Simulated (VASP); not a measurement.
Set up this calculation in VASP 6.6.1, as the native input.

```yaml
Task: single point
Functional: r2SCAN
Potentials_or_basis: VASP PAW PBE potentials, release 64 (Al, Ru_pv)
Cutoff: 520 eV
k_mesh: 10 × 10 × 10
Occupations: gaussian, width 0.01 eV
Spin: no spin polarisation
Dipole_correction: no
Further_INCAR_settings: ALGO = Normal; EDIFF = 1e-06; NBANDS = 29
```

The system is Al2Ru.

```
Al Ru
1.0
     0.00000    3.98984    4.39153
     2.35247    0.00000    4.39153
     2.35247    3.98984    0.00000
Al Ru
4 2
Direct
  0.07906 0.42094 0.07906
  0.42094 0.07906 0.42094
  0.17094 0.82906 0.17094
  0.82906 0.17094 0.82906
  0.75000 0.75000 0.75000
  0.50000 0.50000 0.50000
```

These files were run (other wordings do the same):

POSCAR

```
Al2Ru
1.0
    0.0000000000      3.9898374997      4.3915250777
    2.3524746913      0.0000000000      4.3915250777
    2.3524746913      3.9898374997      0.0000000000
Al Ru
4 2
Direct
    0.0790610300      0.4209389700      0.0790610300
    0.4209389700      0.0790610300      0.4209389700
    0.1709389700      0.8290610300      0.1709389700
    0.8290610300      0.1709389700      0.8290610300
    0.7500000000      0.7500000000      0.7500000000
    0.5000000000      0.5000000000      0.5000000000
```

INCAR.step1

```
PREC = Accurate ; ENCUT = 520
ISMEAR = 0 ; SIGMA = 0.01
LREAL = False ; LASPH = True
NELM = 80 ; NBANDS = 29
GGA = PE ; ALGO = Normal
EDIFF = 1E-4 ; LWAVE = True
LCHARG = False
```

INCAR.step2

```
PREC = Accurate ; ENCUT = 520
EDIFF = 1E-6 ; ISMEAR = 0
SIGMA = 0.01 ; LREAL = False
LASPH = True ; NELM = 80
ALGO = Normal ; ISIF = 2
LWAVE = False ; LCHARG = False
METAGGA = R2SCAN ; LMIXTAU = True
NBANDS = 29 ; ISTART = 1
```

KPOINTS

```
regular mesh
0
Gamma
  10 10 10
```

Potentials or basis: VASP PAW PBE potentials, release 64 (Al, Ru_pv).

Launch:

```console
$ cat potpaw_PBE.64/Al/POTCAR potpaw_PBE.64/Ru_pv/POTCAR > POTCAR
$ cp INCAR.step1 INCAR
$ mpirun -np 1 vasp_std > vasp.out
$ cp INCAR.step2 INCAR
$ mpirun -np 1 vasp_std > vasp.out
```

It gave:

- Pressure: -0.1 GPa
- Largest force: 0.005 eV/Å

Caveat: the PAW data sets were made with another functional, which shifts forces and pressure a little.

Wall time 26 min on 1 thread of AMD EPYC 9R14 (Zen 4) (shared host), peak memory 0.47 GiB.
